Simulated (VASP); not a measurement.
Input of a VASP 6.6.1 run:

INCAR

```
SYSTEM = GaGe3
PREC     = Accurate       ! precision mode
ENCUT    = 600            ! plane-wave cutoff, eV
EDIFF    = 1E-8           ! SCF threshold, eV
ISMEAR   = -1             ! smearing method
SIGMA    = 0.05           ! smearing width, eV
LREAL    = .FALSE.        ! projectors in reciprocal space
LASPH    = .TRUE.         ! aspherical terms in the spheres
NELM     = 80             ! most SCF steps
ALGO     = Normal         ! electronic algorithm
ISIF     = 3              ! what is computed and relaxed
LWAVE    = .FALSE.        ! write WAVECAR
LCHARG   = .FALSE.        ! write CHGCAR
GGA      = PS             ! functional
NBANDS   = 36             ! bands
IBRION   = 6              ! ionic algorithm
NFREE    = 2            
POTIM    = 0.015          ! step
NSW      = 1              ! ionic steps
```

Contents of KPOINTS:

```
Automatic mesh
0
G
  6 6 6
  0 0 0
```

Contents of POSCAR:

```
GaGe3
1.0
    4.2784660000      0.0000000000      0.0000000000
    0.0000000000      4.2784660000      0.0000000000
    0.0000000000      0.0000000000      4.2784660000
Ge Ga
3 1
Direct
    0.5000000000      0.5000000000      0.0000000000
    0.5000000000      0.0000000000      0.5000000000
    0.0000000000      0.5000000000      0.5000000000
    0.0000000000      0.0000000000      0.0000000000
```

Potentials or basis: VASP PAW PBE potentials, release 64 (Ge_d, Ga_d).

The run is started by

```sh
$ cat potpaw_PBE.64/Ge_d/POTCAR potpaw_PBE.64/Ga_d/POTCAR > POTCAR
$ mpirun -np 1 vasp_std > vasp.out
```

Q: What does it give for the elastic constants C11, C12, C44?

A: 11, 74, -2 GPa.

Q: What does it give for the Voigt bulk modulus?

A: 53 GPa.

Q: Estimate the most unstable mode.

A: 82i cm⁻¹.

Q: What does it give for the highest phonon frequency at Γ?

A: 120 cm⁻¹.

Phonon frequencies in cm⁻¹ (negative: imaginary):
| q point | frequencies |
| --- | --- |
| (0.000, 0.000, 0.000) | -82 -82 -82 -38 -38 -38 1 1 1 120 120 120 |

Caveat: the cell is under stress, which shifts elastic constants; some modes are imaginary; the elastic tensor has a negative eigenvalue, so either the cell is unstable as it stands or the mesh is too thin; the PAW data sets were made with another functional, which shifts forces and pressure a little.
